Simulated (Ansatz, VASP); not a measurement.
MnS: VASP beside Ansatz

```
Mn S
1.0
     0.00000    2.47346    2.47346
     2.47346    0.00000    2.47346
     2.47346    2.47346    0.00000
Mn S
1 1
Direct
  0.00000 0.00000 0.00000
  0.75000 0.75000 0.75000
```

Alike in both runs: task single point; functional PBE; k mesh 8 × 8 × 8; occupations fermi-dirac, width 0.05 eV; collinear spin; fixed moment 3 μB.

```csv
,VASP,Ansatz
version,VASP 6.6.1,Ansatz 0.2.0
potentials or method,"VASP PAW PBE potentials, release 64 (Mn_sv, S)",Ansatz PAW
plane-wave cutoff (eV),680,420
valence electrons in the cell,21,21
```

Ansatz gave:

```
pressure (GPa)                                                : 23.6
net moment per atom (μB)                                      : 1.50
size of the moment on the site where the two differ most (μB) : 2.53
```

Q: Which values does VASP return?

A: Pressure (GPa): 23.0; net moment per atom (μB): 1.50; size of the moment on the site where the two differ most (μB): 2.65.

Site moments also hang on the region over which each program counts them. The functional is the same, so the differences come from potentials, cutoffs and numerics.
